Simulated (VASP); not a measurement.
# P (Ia-3) in VASP: further runs

The runs below take P through single point, relaxation of cell and atoms, with PBE.

Everything below comes from runs of VASP 6.6.1. Logs are shortened: lines on timing, memory, paths and dates and some standing lists are left out, and cuts for length are marked.

### 1 The cell of the first run

Symmetry: Ia-3, No. 206, cubic system. Conventional cell: a = 6.672 Å, b = 6.672 Å, c = 6.672 Å, α = 90.00°, β = 90.00°, γ = 90.00°. Within 3.0 Å of P (site symmetry 3) lie 4 P at 2.27 to 2.41 Å.

### 2 Single point, PBE

Contents of INCAR:

```
SYSTEM = P
PREC = Accurate
ENCUT = 520
EDIFF = 1E-7
ISMEAR = 0
SIGMA = 0.1
LREAL = .False.
LASPH = .True.
NELM = 100
ALGO = Normal
ISIF = 2
LWAVE = .False.
LCHARG = .False.
GGA = PE
NBANDS = 30
```

Contents of KPOINTS:

```
regular mesh
0
Gamma
  8 8 8
  0 0 0
```

Contents of POSCAR:

```
P
1.0
   -3.3358221758      3.3358221758      3.3358221758
    3.3358221758     -3.3358221758      3.3358221758
    3.3358221758      3.3358221758     -3.3358221758
P
8
Direct
    0.1960575435      0.1960575435      0.1960575435
    0.5000000000      0.0000000000      0.3039424565
    0.3039424565      0.5000000000      0.0000000000
    0.0000000000      0.3039424565      0.5000000000
    0.8039424565      0.8039424565      0.8039424565
    0.5000000000      0.0000000000      0.6960575435
    0.6960575435      0.5000000000      0.0000000000
    0.0000000000      0.6960575435      0.5000000000
```

Potentials or basis: VASP PAW PBE potentials, release 64 (P).

Started as:

```sh
$ cat potpaw_PBE.64/P/POTCAR > POTCAR
$ mpirun -np 1 vasp_std > vasp.out
```

OUTCAR:

```text
SYSTEM = P
   PREC = Accurate
   ENCUT = 520
   EDIFF = 1E-7
   ISMEAR = 0
   LREAL = .False.
   LASPH = .True.
   NELM = 100
   ISIF = 2
   GGA = PE

 ion  position               nearest neighbor table
   1  0.196  0.196  0.196-   5 2.27   3 2.41   4 2.41   2 2.41
   2  0.500  0.000  0.304-   6 2.27   4 2.41   1 2.41   3 2.41
   3  0.304  0.500  0.000-   7 2.27   2 2.41   1 2.41   4 2.41
   4  0.000  0.304  0.500-   8 2.27   3 2.41   1 2.41   2 2.41
   5  0.804  0.804  0.804-   1 2.27   6 2.41   7 2.41   8 2.41
   6  0.500  0.000  0.696-   2 2.27   5 2.41   7 2.41   8 2.41
   7  0.696  0.500  0.000-   3 2.27   5 2.41   8 2.41   6 2.41
   8  0.000  0.696  0.500-   4 2.27   5 2.41   6 2.41   7 2.41

  LATTYP: Found a body centered cubic cell.
 ALAT       =     6.6716443516

  Lattice vectors:

 A1 = (  -3.3358221758,   3.3358221758,   3.3358221758)
 A2 = (   3.3358221758,  -3.3358221758,   3.3358221758)
 A3 = (   3.3358221758,   3.3358221758,  -3.3358221758)

Analysis of symmetry for initial positions (statically):
=====================================================================
 Subroutine PRICEL returns:
 Original cell was already a primitive cell.

 Routine SETGRP: Setting up the symmetry group for a
 body centered cubic supercell.

 Subroutine GETGRP returns: Found 24 space group operations
 (whereof  6 operations were pure point group operations)
 out of a pool of 48 trial point group operations.

The static configuration has the point symmetry S_6 .
 The point group associated with its full space group is T_h .

Analysis of symmetry for dynamics (positions and initial velocities):
=====================================================================
 Subroutine PRICEL returns:
 Original cell was already a primitive cell.

 Routine SETGRP: Setting up the symmetry group for a
 body centered cubic supercell.

 Subroutine GETGRP returns: Found 24 space group operations
 (whereof  6 operations were pure point group operations)
 out of a pool of 48 trial point group operations.

The dynamic configuration has the point symmetry S_6 .
 The point group associated with its full space group is T_h .

 Subroutine INISYM returns: Found 24 space group operations
 (whereof  6 operations are pure point group operations),
 and found     1 'primitive' translations

----------------------------------------------------------------------------------------

                                     Primitive cell

  volume of cell :     148.4802

  direct lattice vectors                    reciprocal lattice vectors
    -3.335822176  3.335822176  3.335822176     0.000000000  0.149888086  0.149888086
     3.335822176 -3.335822176  3.335822176     0.149888086  0.000000000  0.149888086
     3.335822176  3.335822176 -3.335822176     0.149888086  0.149888086  0.000000000

  length of vectors
     5.777813494  5.777813494  5.777813494     0.211973764  0.211973764  0.211973764

  position of ions in fractional coordinates (direct lattice)
     0.196057543  0.196057543  0.196057543
     0.500000000  0.000000000  0.303942457
     0.303942457  0.500000000  0.000000000
     0.000000000  0.303942457  0.500000000
     0.803942457  0.803942457  0.803942457
     0.500000000  0.000000000  0.696057543
     0.696057543  0.500000000  0.000000000
     0.000000000  0.696057543  0.500000000

  ion indices of the primitive-cell ions
   primitive index   ion index
                 1           1
                 2           2
                 3           3
                 4           4
                 5           5
                 6           6
                 7           7
                 8           8

----------------------------------------------------------------------------------------

 KPOINTS: regular mesh

Automatic generation of k-mesh.
 Grid dimensions read from file:
 generate k-points for:    8    8    8

 Generating k-lattice:

  Cartesian coordinates                     Fractional coordinates (reciprocal lattice)
     0.000000000  0.018736011  0.018736011     0.125000000  0.000000000  0.000000000
     0.018736011  0.000000000  0.018736011     0.000000000  0.125000000  0.000000000
     0.018736011  0.018736011  0.000000000     0.000000000  0.000000000  0.125000000

  Length of vectors
     0.026496720  0.026496720  0.026496720

  Shift w.r.t. Gamma in fractional coordinates (k-lattice)
     0.000000000  0.000000000  0.000000000

 Subroutine IBZKPT returns following result:
 ===========================================

 Found     35 irreducible k-points:

 Following reciprocal coordinates:
            Coordinates               Weight
  0.000000  0.000000  0.000000      1.000000
  0.125000  0.000000  0.000000     12.000000
  0.250000  0.000000  0.000000     12.000000
  0.375000  0.000000  0.000000     12.000000
  0.500000  0.000000  0.000000      6.000000
  0.125000  0.125000  0.000000     24.000000
[... 16 lines left out ...]
  0.500000  0.500000  0.125000     12.000000
 -0.375000  0.500000  0.125000     24.000000
 [... further k-points ...]
   k-points           NKPTS =     35   k-points in BZ     NKDIM =     35   number of bands    NBANDS=     30
   number of dos      NEDOS =    301   number of ions     NIONS =      8
   total plane-waves  NPLWV = 110592
   dimension x,y,z NGX =    48 NGY =   48 NGZ =   48
   dimension x,y,z NGXF=    96 NGYF=   96 NGZF=   96
   ions per type =               8
   NGX,Y,Z   is equivalent  to a cutoff of  13.81, 13.81, 13.81 a.u.
   NGXF,Y,Z  is equivalent  to a cutoff of  27.62, 27.62, 27.62 a.u.
 SYSTEM =  P
   PREC   = accura    normal or accurate (medium, high low for compatibility)
   ISTART =      0    job   : 0-new  1-cont  2-samecut
   ICHARG =      2    charge: 1-file 2-atom 10-const
   ISPIN  =      1    spin polarized calculation?
   LNONCOLLINEAR =      F non collinear calculations
   LSORBIT =      F    spin-orbit coupling
   LASPH  =      T    aspherical Exc in radial PAW
   ENCUT  =  520.0 eV  38.22 Ry    6.18 a.u.  10.74 10.74 10.74*2*pi/ulx,y,z
   NELM   =    100;   NELMIN=  2; NELMDL= -5     # of ELM steps
   EDIFF  = 0.1E-06   stopping-criterion for ELM
   LREAL  =      F    real-space projection
   EDIFFG = 0.1E-05   stopping-criterion for IOM
   NSW    =      0    number of steps for IOM
   IBRION =     -1    ionic relax: 0-MD 1-quasi-New 2-CG
   NFREE  =      0    steps in history (QN), initial steepest desc. (CG)
   ISIF   =      2    stress and relaxation
   ISYM   =      2    0-nonsym 1-usesym 2-fastsym
   POTIM  = 0.5000    time-step for ionic-motion
   TEBEG  =    0.0;   TEEND  =   0.0 temperature during run
   PSTRESS=    0.0 pullay stress
   NELECT =      40.0000    total number of electrons
   NUPDOWN=      -1.0000    fix difference up-down
   EMIN   =  10.00;   EMAX   =-10.00  energy-range for DOS
   EFERMI =   0.00;   METHOD = LEGACY
   ISMEAR =     0;   SIGMA  =   0.10  broadening in eV -4-tet -1-fermi 0-gaus
   EFERMI_NEDOS =   21; number of points for ismear=-14 and -15
   IALGO  =     38    algorithm
   IMIX   =      4    mixing-type and parameters
     AMIX     =   0.40;   BMIX     =  1.00
     AMIX_MAG =   1.60;   BMIX_MAG =  1.00
  volume/ion in A,a.u.               =      18.56       125.25
  Fermi-wavevector in a.u.,A,eV,Ry     =   1.057317  1.998040 15.210219  1.117920
  Thomas-Fermi vector in A             =   2.192585
   LORBIT       =      0    0 simple, 1 ext, 2 COOP (PROOUT), +10 PAW based schemes
   GGA     = PE    functional components
   LHFCALC =     F    Hartree Fock is set to
   AEXX    =    0.0000 exact exchange contribution
   IVDW    =     0    specifies the selected vdW correction
   LEPSILON=     F    determine dielectric tensor
   LRPA    =     F    only Hartree local field effects (RPA)
 non-spin polarized calculation
 Gauss-broadening in eV      SIGMA  =   0.10
  energy-cutoff  :      520.00
  volume of cell :      148.48
 maximum number of plane-waves:      4028
 NGX is ok and might be reduce to    48
   NGX = 21   NGY = 21   NGZ = 21

 number of electron      40.0000000 magnetization

 Free energy of the ion-electron system (eV)
  ---------------------------------------------------
  ext. energy  EPLUGINS =         0.00000000
  ---------------------------------------------------
  free energy    TOTEN  =       -39.60807481 eV

  energy without entropy =      -39.58495830  energy(sigma->0) =      -39.59651656

 E-fermi :   7.0560     XC(G=0): -10.0749

 val. band max:        7.0398838077   @ k =  -0.3750   0.3750   0.1250
 cond. band min:       7.0675431178   @ k =  -0.3750   0.5000   0.1250
 fundamental gap:      0.0276593101
 Fermi energy:         7.0560076191

 k-point     1 :       0.0000    0.0000    0.0000
  band No.  band energies     occupation
      1      -8.3874      2.00000
      2      -4.8055      2.00000
      3      -4.7046      2.00000
      4      -4.7046      2.00000
      5      -4.7046      2.00000
      6      -2.3717      2.00000
[... 22 lines left out ...]
     29      11.3329      0.00000
     30      11.3329      0.00000

 k-point     2 :       0.1250    0.0000    0.0000
  band No.  band energies     occupation
      1      -8.3034      2.00000
      2      -5.1698      2.00000
      3      -4.9121      2.00000
      4      -4.8268      2.00000
      5      -4.3669      2.00000
      6      -2.4673      2.00000
[... 22 lines left out ...]
     29      11.1312      0.00000
     30      11.3061      0.00000

 k-point     3 :       0.2500    0.0000    0.0000
  band No.  band energies     occupation
      1      -8.0537      2.00000
      2      -5.7488      2.00000
      3      -5.2074      2.00000
      4      -5.0704      2.00000
      5      -3.9912      2.00000
      6      -2.7032      2.00000
[... 682 lines left out ...]
     29      10.8446      0.00000
     30      10.9267      0.00000

 k-point    24 :      -0.3750    0.5000    0.1250
  band No.  band energies     occupation
      1      -7.1917      2.00000
      2      -6.6335      2.00000
      3      -6.1709      2.00000
      4      -4.7744      2.00000
      5      -3.6643      2.00000
      6      -3.2387      2.00000
[... 22 lines left out ...]
     29      10.5963      0.00000
     30      10.9591      0.00000

 [... further k-points ...]
[... 5 lines left out ...]
  --------------------------------------------------------------------------------------
  -------------------------------------------------------------------------------------
  Total       -0.1606548     -0.1606548     -0.1606548      0.0000000     -0.0000000     -0.0000000
  in kB       -1.7335472     -1.7335472     -1.7335472      0.0000000     -0.0000000     -0.0000000
  external PRESSURE =      -1.7335472 kB  Pullay stress =       0.0000000 kB

 VOLUME and BASIS-vectors are now :
 -----------------------------------------------------------------------------
  energy-cutoff  :      520.00
  volume of cell :      148.48
      direct lattice vectors                 reciprocal lattice vectors
    -3.335822176  3.335822176  3.335822176     0.000000000  0.149888086  0.149888086
     3.335822176 -3.335822176  3.335822176     0.149888086  0.000000000  0.149888086
     3.335822176  3.335822176 -3.335822176     0.149888086  0.149888086  0.000000000

 POSITION                                       TOTAL-FORCE (eV/Angst)
 -----------------------------------------------------------------------------------
      0.65401      0.65401      0.65401        -0.017892     -0.017892     -0.017892
     -0.65401      2.68181      0.65401         0.017892      0.017892     -0.017892
      0.65401     -0.65401      2.68181        -0.017892      0.017892      0.017892
      2.68181      0.65401     -0.65401         0.017892     -0.017892      0.017892
      2.68181      2.68181      2.68181         0.017892      0.017892      0.017892
      0.65401      3.98984     -0.65401        -0.017892     -0.017892      0.017892
     -0.65401      0.65401      3.98984         0.017892     -0.017892     -0.017892
      3.98984     -0.65401      0.65401        -0.017892      0.017892     -0.017892
 -----------------------------------------------------------------------------------
    total drift:                                0.000000      0.000000      0.000000

  FREE ENERGIE OF THE ION-ELECTRON SYSTEM (eV)
  ---------------------------------------------------
  free  energy   TOTEN  =       -39.6080748087 eV

  energy  without entropy=      -39.5849583013  energy(sigma->0) =      -39.59651656
```

Run time: 2.1 min. Hardware: 1 thread of Intel Xeon Platinum 8488C (Sapphire Rapids), shared host; peak memory 0.35 GiB.

Results:

```yaml
Free_energy: -39.6081 eV
Pressure: -0.2 GPa
Largest_force: 0.031 eV/Å
Band_gap_on_the_k_mesh: zero (band 20 reaches 7.84 eV, above the bottom of band 21 at 6.88 eV)
```

Forces on the atoms (eV/Å):
```
P   -0.018 -0.018 -0.018
P    0.018  0.018 -0.018
P   -0.018  0.018  0.018
P    0.018 -0.018  0.018
P    0.018  0.018  0.018
P   -0.018 -0.018  0.018
P    0.018 -0.018 -0.018
P   -0.018  0.018 -0.018
```

### 3 Relaxation of cell and atoms, PBE

This run uses another cell than the first one, of 19.03 Å³/atom, 1.025 times its volume.

Contents of INCAR:

```
SYSTEM = P
PREC = Accurate
ENCUT = 600
EDIFF = 1E-6
ISMEAR = 0
SIGMA = 0.1
LREAL = .FALSE.
LASPH = .TRUE.
NELM = 100
ALGO = Normal
ISIF = 3
LWAVE = .FALSE.
LCHARG = .FALSE.
GGA = PE
IBRION = 2
NSW = 100
EDIFFG = -0.01
```

Contents of KPOINTS:

```
regular mesh
0
G
  8 8 8
  0 0 0
```

Contents of POSCAR:

```
P
1.0
   -3.3636474600      3.3636474600      3.3636474600
    3.3636474600     -3.3636474600      3.3636474600
    3.3636474600      3.3636474600     -3.3636474600
P
8
Direct
    0.2060000000      0.2060000000      0.2060000000
    0.5000000000      0.0000000000      0.2940000000
    0.2940000000      0.5000000000      0.0000000000
    0.0000000000      0.2940000000      0.5000000000
    0.7940000000      0.7940000000      0.7940000000
    0.5000000000      0.0000000000      0.7060000000
    0.7060000000      0.5000000000      0.0000000000
    0.0000000000      0.7060000000      0.5000000000
```

Potentials or basis: VASP PAW PBE potentials, release 64 (P).

Started as:

```sh
$ cat potpaw_PBE.64/P/POTCAR > POTCAR
$ mpirun -np 1 vasp_std > vasp.out
```

Wall time 11 min (1 thread of Intel Xeon Platinum 8488C (Sapphire Rapids), shared host); peak memory 0.38 GiB.

The run converged. Its results:

```yaml
Free_energy: -39.6099 eV
Relaxed_volume: 18.54 Å³/atom
Relaxed_cell: a = 5.776 Å, b = 5.776 Å, c = 5.776 Å, α = 109.47°, β = 109.47°, γ = 109.47°
Space_group_after_relaxing_to_0.05_Å: Ia-3 (No. 206)
Energy_gained_by_relaxing: 18.9 meV/atom
Ionic_steps: 10
Pressure_after_relaxing: 0.0 GPa
Largest_force_after_relaxing: 0.009 eV/Å
Band_gap_on_the_k_mesh: zero (band 20 reaches 7.85 eV, above the bottom of band 21 at 6.89 eV)
```

Forces on the atoms (eV/Å):
```
P   -0.005 -0.005 -0.005
P    0.005  0.005 -0.005
P   -0.005  0.005  0.005
P    0.005 -0.005  0.005
P    0.005  0.005  0.005
P   -0.005 -0.005  0.005
P    0.005 -0.005 -0.005
P   -0.005  0.005 -0.005
```

Step by step:
```
step  energy change (eV)  largest force (eV/Å)  pressure (GPa)  volume (Å³)
   1              0.0000                0.3781           -3.30       152.23
   2             -0.1191                0.1392            0.40       143.75
   3             -0.1191                0.1390            0.40       143.74
   4             -0.1282                0.1180            0.38       144.33
   5             -0.1465                0.0297            0.43       146.10
   6             -0.1217                0.2817            0.94       149.69
   7             -0.1491                0.0200            0.50       146.83
   8             -0.1497                0.0462           -0.42       149.32
   9             -0.1511                0.0161           -0.01       148.18
  10             -0.1512                0.0091            0.00       148.32
```

Final structure:
```cif
data_structure
_symmetry_space_group_name_H-M 'P 1'
_symmetry_Int_Tables_number 1
_cell_length_a 5.7757
_cell_length_b 5.7757
_cell_length_c 5.7757
_cell_angle_alpha 109.471
_cell_angle_beta 109.471
_cell_angle_gamma 109.471
_cell_volume 148.32
loop_
_atom_site_label
_atom_site_type_symbol
_atom_site_fract_x
_atom_site_fract_y
_atom_site_fract_z
_atom_site_occupancy
P1 P 0.19567 0.19567 0.19567 1
P2 P 0.50000 0.00000 0.30433 1
P3 P 0.30433 0.50000 0.00000 1
P4 P 0.00000 0.30433 0.50000 1
P5 P 0.80433 0.80433 0.80433 1
P6 P 0.50000 0.00000 0.69567 1
P7 P 0.69567 0.50000 0.00000 1
P8 P 0.00000 0.69567 0.50000 1
```

Levels at points of the mesh, in eV from the Fermi level:
```tsv
k point	band 17	band 18	band 19	band 20	band 21	band 22	band 23	band 24
(0.00, 0.00, 0.00)	-1.09	-1.09	-1.09	0.78	0.78	0.78	1.78	1.78
(0.50, 0.00, 0.00)	-1.96	-1.96	-0.31	-0.31	0.02	0.02	1.39	1.39
(0.50, 0.50, 0.50)	-2.83	-1.19	0.09	0.09	0.09	0.61	0.91	0.91
```

### 4 Single point, PBE

This run uses another cell than the first one, of 19.03 Å³/atom, 1.025 times its volume.

Contents of INCAR:

```
SYSTEM = P
ALGO     = Normal         ! electronic algorithm
EDIFF    = 1E-7           ! SCF threshold, eV
ENCUT    = 520            ! plane-wave cutoff, eV
GGA      = PE             ! functional
ISIF     = 2              ! what is computed and relaxed
ISMEAR   = 0              ! smearing method
LASPH    = .TRUE.         ! aspherical terms in the spheres
LCHARG   = .TRUE.         ! write CHGCAR
LELF     = .TRUE.         ! ELF
LREAL    = .FALSE.        ! projectors in reciprocal space
LVHAR    = .TRUE.       
LWAVE    = .FALSE.        ! write WAVECAR
NBANDS   = 30             ! bands
NELM     = 100            ! most SCF steps
PREC     = Accurate       ! precision mode
SIGMA    = 0.1            ! smearing width, eV
```

Contents of KPOINTS:

```
k-points
0
G
  4 4 4
  0 0 0
```

POSCAR is that of step 3.

Started as:

```sh
$ cat potpaw_PBE.64/P/POTCAR > POTCAR
$ mpirun -np 1 vasp_std > vasp.out
```

It took 40 s on 1 thread of Intel Xeon Platinum 8488C (Sapphire Rapids), shared host; peak memory 0.3 GiB.

The run converged. Its results:

| Property | Result |
| --- | --- |
| Free energy | -39.4503 eV |
| Pressure | -3.4 GPa |
| Largest force | 0.448 eV/Å |
| Band gap on the k mesh | zero (band 20 reaches 7.48 eV, above the bottom of band 21 at 6.75 eV) |

Forces in eV/Å, atoms in the order of the input:
```
P   -0.258 -0.258 -0.258
P    0.258  0.258 -0.258
P   -0.258  0.258  0.258
P    0.258 -0.258  0.258
P    0.258  0.258  0.258
P   -0.258 -0.258  0.258
P    0.258 -0.258 -0.258
P   -0.258  0.258 -0.258
```

Levels at points of the mesh, in eV from the Fermi level:
```tsv
k point	band 18	band 19	band 20	band 21	band 22	band 23
(0.00, 0.00, 0.00)	-0.93	-0.93	0.65	0.65	0.65	1.71
(0.50, 0.00, 0.00)	-2.07	-0.60	-0.60	-0.07	-0.07	1.48
(0.50, 0.50, 0.50)	-1.41	0.05	0.11	0.11	0.11	0.81
```

### 5 The runs side by side

| task | cell | k mesh | cutoff (eV) | gap on the mesh (eV) | pressure (GPa) | largest force (eV/Å) |
| --- | --- | --- | --- | --- | --- | --- |
| single point | a = 5.778 Å, angles 109.5°, 8 atoms | 8 × 8 × 8 | 520 | none | -0.2 | 0.03 |
| relaxation of cell and atoms | relaxed from a = 5.826 Å, angles 109.5°, 8 atoms | 8 × 8 × 8 | 600 | none | 0.0 | 0.01 |
| single point | a = 5.826 Å, angles 109.5°, 8 atoms | 4 × 4 × 4 | 520 | none | -3.4 | 0.45 |

Alike in all rows: level PBE; potentials or basis VASP PAW PBE potentials, release 64 (P); no spin polarisation; smearing gaussian 0.1 eV.

Absolute energies hang on the potentials; compare differences alone.
